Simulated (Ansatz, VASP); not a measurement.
## TlAs2: VASP beside Ansatz

```
Tl As
1.0
     0.00000    3.42467    3.42467
     3.42467    0.00000    3.42467
     3.42467    3.42467    0.00000
Tl As
1 2
Direct
  0.00000 0.00000 0.00000
  0.25000 0.25000 0.25000
  0.75000 0.75000 0.75000
```

Alike in both runs: functional PBE; k mesh 12 × 12 × 12; occupations gaussian, width 0.1 eV; no spin polarisation.

Ansatz relaxed the structure, and its values are those at the end. VASP's run is a single point on that final structure, the one shown.

|  | VASP | Ansatz |
| --- | --- | --- |
| version | VASP 6.6.1 | Ansatz 0.2.0 |
| potentials or method | VASP PAW PBE potentials, release 64 (Tl_d, As), cutoff 520 eV | scalar-relativistic, plane waves, PAW |
| valence electrons in the cell | 23 | 43 |

|  | VASP | Ansatz | Ansatz less VASP |
| --- | --- | --- | --- |
| gap on the k mesh at the Fermi level (eV) | none | none | - |
| pressure (GPa) | 0.0 | 0.0 | 0.00 |

A gap of «none» marks a metal or a gap that the smearing closes. The functional is the same, so the differences come from potentials, cutoffs and numerics. VASP's potentials hold 23 valence electrons a cell and Ansatz's 43, so a difference there can come from the potentials and not from the codes.

Neither program's run includes spin-orbit coupling.
